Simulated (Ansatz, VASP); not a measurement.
**SnTe: VASP beside Ansatz**

```xyz
2
Lattice="0.0000 3.3322 2.8324 3.3322 0.0000 2.8324 3.3322 3.3322 0.0000" Properties=species:S:1:pos:R:3 pbc="T T T"
Sn    0.0000    0.0000    0.0000
Te    3.3322    3.3322    2.8324
```

Alike in both runs: task single point; functional PBEsol; k mesh 10 × 10 × 10; occupations gaussian, width 0.03 eV; no spin polarisation.

```csv
,VASP,Ansatz
version,VASP 6.6.1,Ansatz 0.2.0
potentials or method,"VASP PAW PBE potentials, release 64 (Sn_d, Te), cutoff 520 eV","scalar-relativistic, plane waves, PAW"
valence electrons in the cell,20,30
```

```csv
,VASP,Ansatz,Ansatz less VASP
gap on the k mesh at the Fermi level (eV),none,none,-
pressure (GPa),2.0,2.0,+0.06
"traceless stress, the component that is largest in VASP (GPa)",13.68,13.75,+0.066
```

VASP's potentials were made for PBE, not for PBEsol. A gap of «none» marks a metal or a gap that the smearing closes. VASP's potentials hold 20 valence electrons a cell and Ansatz's 30, so a difference there can come from the potentials and not from the codes.

Spin-orbit coupling is off throughout.
